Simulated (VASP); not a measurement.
# ReSb2 (P6_3/mmc) in VASP: single point with PBE

Aim: the single point of ReSb2 with PBE.

Program: VASP 6.6.1. These are calculated values, not measurements. Logs are shortened: lines on timing, memory, paths and dates and some standing lists are left out, and cuts for length are marked.

### Step 1. The cell of the first run

It takes space group P6_3/mmc (No. 194, hexagonal). The conventional cell has a = 3.302 Å, b = 3.302 Å, c = 14.648 Å, α = 90.00°, β = 90.00°, γ = 120.00°. Re (site symmetry -6m2) has 6 Sb at 2.75 Å and 6 Re at 3.30 Å within 3.6 Å. Sb (site symmetry 3m) has 3 Re at 2.75 Å and 6 Sb at 3.30 Å within 3.6 Å.

### Step 2. Single point, PBE

File INCAR:

```
ALGO = Normal
EDIFF = 1E-6
ENCUT = 520
GGA = PE
ISIF = 2
ISMEAR = 0
LASPH = T
LCHARG = F
LREAL = F
LWAVE = F
NBANDS = 26
NELM = 80
PREC = Accurate
SIGMA = 0.1
```

File KPOINTS:

```
k-points
0
Gamma
  12 12 4
```

File POSCAR:

```
ReSb2
1.0
    3.3016903687      0.0000000000      0.0000000000
   -1.6508451844      2.8593477347      0.0000000000
    0.0000000000      0.0000000000     14.6475846211
Re Sb
2 4
Direct
    0.3333333333      0.6666666667      0.2500000000
    0.6666666667      0.3333333333      0.7500000000
    0.3333333333      0.6666666667      0.8855560332
    0.6666666667      0.3333333333      0.1144439668
    0.6666666667      0.3333333333      0.3855560332
    0.3333333333      0.6666666667      0.6144439668
```

Potentials or basis: VASP PAW PBE potentials, release 64 (Re, Sb).

On the command line:

```console
> cat potpaw_PBE.64/Re/POTCAR potpaw_PBE.64/Sb/POTCAR > POTCAR
> mpirun -np 1 vasp_std > vasp.out
```

OUTCAR:

```text
EDIFF = 1E-6
   ENCUT = 520
   GGA = PE
   ISIF = 2
   ISMEAR = 0
   LASPH = T
   LREAL = F
   NELM = 80
   PREC = Accurate

 ion  position               nearest neighbor table
   1  0.333  0.667  0.250-   4 2.75   5 2.75   4 2.75   5 2.75   4 2.75   5 2.75
   2  0.667  0.333  0.750-   3 2.75   6 2.75   3 2.75   6 2.75   3 2.75   6 2.75
   3  0.333  0.667  0.886-   2 2.75   2 2.75   2 2.75
   4  0.667  0.333  0.114-   1 2.75   1 2.75   1 2.75
   5  0.667  0.333  0.386-   1 2.75   1 2.75   1 2.75
   6  0.333  0.667  0.614-   2 2.75   2 2.75   2 2.75

  LATTYP: Found a hexagonal cell.
 ALAT       =     3.3016903687
 C/A-ratio  =     4.4363895415

  Lattice vectors:

 A1 = (   3.3016903687,   0.0000000000,   0.0000000000)
 A2 = (  -1.6508451844,   2.8593477347,   0.0000000000)
 A3 = (   0.0000000000,   0.0000000000,  14.6475846211)

Analysis of symmetry for initial positions (statically):
=====================================================================
 Subroutine PRICEL returns:
 Original cell was already a primitive cell.

 Routine SETGRP: Setting up the symmetry group for a
 hexagonal supercell.

 Subroutine GETGRP returns: Found 24 space group operations
 (whereof 12 operations were pure point group operations)
 out of a pool of 24 trial point group operations.

The static configuration has the point symmetry D_3d.
 The point group associated with its full space group is D_6h.

Analysis of symmetry for dynamics (positions and initial velocities):
=====================================================================
 Subroutine PRICEL returns:
 Original cell was already a primitive cell.

 Routine SETGRP: Setting up the symmetry group for a
 hexagonal supercell.

 Subroutine GETGRP returns: Found 24 space group operations
 (whereof 12 operations were pure point group operations)
 out of a pool of 24 trial point group operations.

The dynamic configuration has the point symmetry D_3d.
 The point group associated with its full space group is D_6h.

 Subroutine INISYM returns: Found 24 space group operations
 (whereof 12 operations are pure point group operations),
 and found     1 'primitive' translations

----------------------------------------------------------------------------------------

                                     Primitive cell

  volume of cell :     138.2832

  direct lattice vectors                    reciprocal lattice vectors
     3.301690369  0.000000000  0.000000000     0.302875160  0.174865055  0.000000000
    -1.650845184  2.859347735  0.000000000     0.000000000  0.349730111  0.000000000
     0.000000000  0.000000000 14.647584621     0.000000000  0.000000000  0.068270642

  length of vectors
     3.301690369  3.301690369 14.647584621     0.349730111  0.349730111  0.068270642

  position of ions in fractional coordinates (direct lattice)
     0.333333333  0.666666667  0.250000000
     0.666666667  0.333333333  0.750000000
     0.333333333  0.666666667  0.885556033
     0.666666667  0.333333333  0.114443967
     0.666666667  0.333333333  0.385556033
     0.333333333  0.666666667  0.614443967

  ion indices of the primitive-cell ions
   primitive index   ion index
                 1           1
                 2           2
                 3           3
                 4           4
                 5           5
                 6           6

----------------------------------------------------------------------------------------

 KPOINTS: k-points

Automatic generation of k-mesh.
 Grid dimensions read from file:
 generate k-points for:   12   12    4

 Generating k-lattice:

  Cartesian coordinates                     Fractional coordinates (reciprocal lattice)
     0.025239597  0.014572088  0.000000000     0.083333333 -0.000000000  0.000000000
     0.000000000  0.029144176  0.000000000     0.000000000  0.083333333  0.000000000
     0.000000000  0.000000000  0.017067660     0.000000000  0.000000000  0.250000000

  Length of vectors
     0.029144176  0.029144176  0.017067660

  Shift w.r.t. Gamma in fractional coordinates (k-lattice)
     0.000000000  0.000000000  0.000000000

 Subroutine IBZKPT returns following result:
 ===========================================

 Found     57 irreducible k-points:

 Following reciprocal coordinates:
            Coordinates               Weight
  0.000000  0.000000  0.000000      1.000000
  0.083333 -0.000000  0.000000      6.000000
  0.166667  0.000000  0.000000      6.000000
  0.250000 -0.000000  0.000000      6.000000
  0.333333 -0.000000  0.000000      6.000000
  0.416667  0.000000  0.000000      6.000000
[... 16 lines left out ...]
  0.250000 -0.000000  0.250000     12.000000
  0.333333 -0.000000  0.250000     12.000000
 [... further k-points ...]
   k-points           NKPTS =     57   k-points in BZ     NKDIM =     57   number of bands    NBANDS=     26
   number of dos      NEDOS =    301   number of ions     NIONS =      6
   total plane-waves  NPLWV =  87808
   dimension x,y,z NGX =    28 NGY =   28 NGZ =  112
   dimension x,y,z NGXF=    56 NGYF=   56 NGZF=  224
   ions per type =               2   4
   NGX,Y,Z   is equivalent  to a cutoff of  14.10, 14.10, 12.71 a.u.
   NGXF,Y,Z  is equivalent  to a cutoff of  28.20, 28.20, 25.42 a.u.
 SYSTEM =  unknown system
   PREC   = accura    normal or accurate (medium, high low for compatibility)
   ISTART =      0    job   : 0-new  1-cont  2-samecut
   ICHARG =      2    charge: 1-file 2-atom 10-const
   ISPIN  =      1    spin polarized calculation?
   LNONCOLLINEAR =      F non collinear calculations
   LSORBIT =      F    spin-orbit coupling
   LASPH  =      T    aspherical Exc in radial PAW
   ENCUT  =  520.0 eV  38.22 Ry    6.18 a.u.   6.14  6.14 27.23*2*pi/ulx,y,z
   NELM   =     80;   NELMIN=  2; NELMDL= -5     # of ELM steps
   EDIFF  = 0.1E-05   stopping-criterion for ELM
   LREAL  =      F    real-space projection
   EDIFFG = 0.1E-04   stopping-criterion for IOM
   NSW    =      0    number of steps for IOM
   IBRION =     -1    ionic relax: 0-MD 1-quasi-New 2-CG
   NFREE  =      0    steps in history (QN), initial steepest desc. (CG)
   ISIF   =      2    stress and relaxation
   ISYM   =      2    0-nonsym 1-usesym 2-fastsym
   POTIM  = 0.5000    time-step for ionic-motion
   TEBEG  =    0.0;   TEEND  =   0.0 temperature during run
   PSTRESS=    0.0 pullay stress
   NELECT =      34.0000    total number of electrons
   NUPDOWN=      -1.0000    fix difference up-down
   EMIN   =  10.00;   EMAX   =-10.00  energy-range for DOS
   EFERMI =   0.00;   METHOD = LEGACY
   ISMEAR =     0;   SIGMA  =   0.10  broadening in eV -4-tet -1-fermi 0-gaus
   EFERMI_NEDOS =   21; number of points for ismear=-14 and -15
   IALGO  =     38    algorithm
   IMIX   =      4    mixing-type and parameters
     AMIX     =   0.40;   BMIX     =  1.00
     AMIX_MAG =   1.60;   BMIX_MAG =  1.00
  volume/ion in A,a.u.               =      23.05       155.53
  Fermi-wavevector in a.u.,A,eV,Ry     =   1.025600  1.938103 14.311362  1.051855
  Thomas-Fermi vector in A             =   2.159449
   LORBIT       =      0    0 simple, 1 ext, 2 COOP (PROOUT), +10 PAW based schemes
   GGA     = PE    functional components
   LHFCALC =     F    Hartree Fock is set to
   AEXX    =    0.0000 exact exchange contribution
   IVDW    =     0    specifies the selected vdW correction
   LEPSILON=     F    determine dielectric tensor
   LRPA    =     F    only Hartree local field effects (RPA)
 non-spin polarized calculation
 Gauss-broadening in eV      SIGMA  =   0.10
  energy-cutoff  :      520.00
  volume of cell :      138.28
 maximum number of plane-waves:      3764
 NGX is ok and might be reduce to    28
   NGX = 13   NGY = 13   NGZ = 55

 number of electron      33.9999999 magnetization

 Free energy of the ion-electron system (eV)
  ---------------------------------------------------
  ext. energy  EPLUGINS =         0.00000000
  ---------------------------------------------------
  free energy    TOTEN  =       -39.42956406 eV

  energy without entropy =      -39.41104524  energy(sigma->0) =      -39.42030465

 E-fermi :   7.9123     XC(G=0): -10.8563

 val. band max:        7.9085646628   @ k =   0.1667   0.1667   0.5000
 cond. band min:       7.9377482492   @ k =   0.4167   0.1667   0.2500
 fundamental gap:      0.0291835864
 Fermi energy:         7.9123401422

 k-point     1 :       0.0000    0.0000    0.0000
  band No.  band energies     occupation
      1      -4.5709      2.00000
      2      -4.2115      2.00000
      3      -3.6302      2.00000
      4      -2.9876      2.00000
      5       1.4017      2.00000
      6       2.7267      2.00000
[... 18 lines left out ...]
     25      13.7471      0.00000
     26      13.8866      0.00000

 k-point     2 :       0.0833   -0.0000    0.0000
  band No.  band energies     occupation
      1      -4.4356      2.00000
      2      -4.0747      2.00000
      3      -3.5198      2.00000
      4      -2.8854      2.00000
      5       1.5556      2.00000
      6       2.8804      2.00000
[... 18 lines left out ...]
     25      13.5749      0.00000
     26      13.6454      0.00000

 k-point     3 :       0.1667    0.0000    0.0000
  band No.  band energies     occupation
      1      -4.0344      2.00000
      2      -3.6700      2.00000
      3      -3.1919      2.00000
      4      -2.5829      2.00000
      5       2.0008      2.00000
      6       3.3141      2.00000
[... 18 lines left out ...]
     25      13.0862      0.00000
     26      13.5547      0.00000

 k-point     4 :       0.2500   -0.0000    0.0000
  band No.  band energies     occupation
      1      -3.3829      2.00000
      2      -3.0169      2.00000
      3      -2.6602      2.00000
      4      -2.0975      2.00000
      5       2.6661      2.00000
      6       3.8754      2.00000
[... 18 lines left out ...]
     25      12.6333      0.00000
     26      13.4627      0.00000

 k-point     5 :       0.3333   -0.0000    0.0000
  band No.  band energies     occupation
      1      -2.5174      2.00000
      2      -2.1607      2.00000
      3      -1.9630      2.00000
      4      -1.4793      2.00000
      5       3.2237      2.00000
      6       3.7709      2.00000
[... 18 lines left out ...]
     25      12.3470      0.00000
     26      12.7827      0.00000

 k-point     6 :       0.4167    0.0000    0.0000
  band No.  band energies     occupation
      1      -1.5466      2.00000
      2      -1.2345      2.00000
      3      -1.2150      2.00000
      4      -0.8769      2.00000
      5       2.4451      2.00000
      6       2.7764      2.00000
[... 427 lines left out ...]
 k-point    21 :       0.0833   -0.0000    0.2500
  band No.  band energies     occupation
      1      -4.4007      2.00000
      2      -4.1613      2.00000
      3      -3.3971      2.00000
      4      -2.9651      2.00000
      5       1.7020      2.00000
      6       2.5908      2.00000
[... 18 lines left out ...]
     25      13.5861      0.00000
     26      13.7037      0.00000

 k-point    22 :       0.1667    0.0000    0.2500
  band No.  band energies     occupation
      1      -3.9999      2.00000
      2      -3.7607      2.00000
      3      -3.0686      2.00000
      4      -2.6568      2.00000
      5       2.1385      2.00000
      6       3.0020      2.00000
[... 18 lines left out ...]
     25      13.1411      0.00000
     26      13.5303      0.00000

 k-point    23 :       0.2500   -0.0000    0.2500
  band No.  band energies     occupation
      1      -3.3497      2.00000
      2      -3.1144      2.00000
      3      -2.5360      2.00000
      4      -2.1618      2.00000
      5       2.7823      2.00000
      6       3.5365      2.00000
[... 18 lines left out ...]
     25      12.7729      0.00000
     26      13.5035      0.00000

 k-point    24 :       0.3333   -0.0000    0.2500
  band No.  band energies     occupation
      1      -2.4873      2.00000
      2      -2.2677      2.00000
      3      -1.8382      2.00000
      4      -1.5290      2.00000
      5       3.2807      2.00000
      6       3.6353      2.00000
[... 18 lines left out ...]
     25      12.5703      0.00000
     26      12.9139      0.00000

 [... further k-points ...]

------------------------ aborting loop because EDIFF is reached ----------------------------------------

  FORCE on cell =-STRESS in cart. coord.  units (eV):
  Direction    XX          YY          ZZ          XY          YZ          ZX
  --------------------------------------------------------------------------------------
  -------------------------------------------------------------------------------------
  Total       -0.0943366     -0.0943366     -0.2109135      0.0000000      0.0000000      0.0000000
  in kB       -1.0930030     -1.0930030     -2.4436872      0.0000000      0.0000000      0.0000000
  external PRESSURE =      -1.5432310 kB  Pullay stress =       0.0000000 kB

 VOLUME and BASIS-vectors are now :
 -----------------------------------------------------------------------------
  energy-cutoff  :      520.00
  volume of cell :      138.28
      direct lattice vectors                 reciprocal lattice vectors
     3.301690369  0.000000000  0.000000000     0.302875160  0.174865055  0.000000000
    -1.650845184  2.859347735  0.000000000     0.000000000  0.349730111  0.000000000
     0.000000000  0.000000000 14.647584621     0.000000000  0.000000000  0.068270642

 POSITION                                       TOTAL-FORCE (eV/Angst)
 -----------------------------------------------------------------------------------
     -0.00000      1.90623      3.66190        -0.000000      0.000000     -0.000000
      1.65085      0.95312     10.98569         0.000000     -0.000000     -0.000000
     -0.00000      1.90623     12.97126        -0.000000     -0.000000     -0.004614
      1.65085      0.95312      1.67633         0.000000      0.000000      0.004614
      1.65085      0.95312      5.64746         0.000000     -0.000000     -0.004614
     -0.00000      1.90623      9.00012        -0.000000     -0.000000      0.004614
 -----------------------------------------------------------------------------------
    total drift:                               -0.000000      0.000000     -0.000000

  FREE ENERGIE OF THE ION-ELECTRON SYSTEM (eV)
  ---------------------------------------------------
  free  energy   TOTEN  =       -39.4295640621 eV

  energy  without entropy=      -39.4110452389  energy(sigma->0) =      -39.42030465
```

Run time: 1.9 min. Hardware: 1 thread of Intel Xeon 6975P-C (Granite Rapids), shared host; peak memory 0.39 GiB.

What came out:

| Quantity | Value |
| --- | --- |
| Free energy | -39.4296 eV |
| Pressure | -0.2 GPa |
| Largest force | 0.005 eV/Å |
| Band gap on the k mesh | zero (band 17 reaches 9.11 eV, above the bottom of band 18 at 7.38 eV) |

Forces in eV/Å, atoms in the order of the input:
```
Re   0.000  0.000  0.000
Re   0.000  0.000  0.000
Sb   0.000  0.000 -0.005
Sb   0.000  0.000  0.005
Sb   0.000  0.000 -0.005
Sb   0.000  0.000  0.005
```

Stress tensor (GPa, compression positive):
```
-0.11  0.00  0.00
 0.00 -0.11  0.00
 0.00  0.00 -0.24
```

Levels at points of the mesh, in eV from the Fermi level:
```csv
k point,band 13,band 14,band 15,band 16,band 17,band 18,band 19,band 20,band 21,band 22
"(0.00, 0.00, 0.00)",-0.78,-0.54,-0.54,-0.53,-0.53,-0.29,5.39,5.55,5.55,5.59
"(0.50, 0.00, 0.00)",-1.76,-1.68,-1.27,-0.82,1.14,1.23,1.25,1.78,1.81,2.13
"(0.00, 0.00, 0.50)",-0.60,-0.60,-0.54,-0.54,-0.54,-0.54,5.58,5.58,5.58,5.58
"(0.50, 0.00, 0.50)",-1.79,-1.79,-0.99,-0.99,1.20,1.20,1.50,1.50,1.92,1.92
```

Caveat: spin-orbit coupling is left out, which moves the levels of the heavy elements.
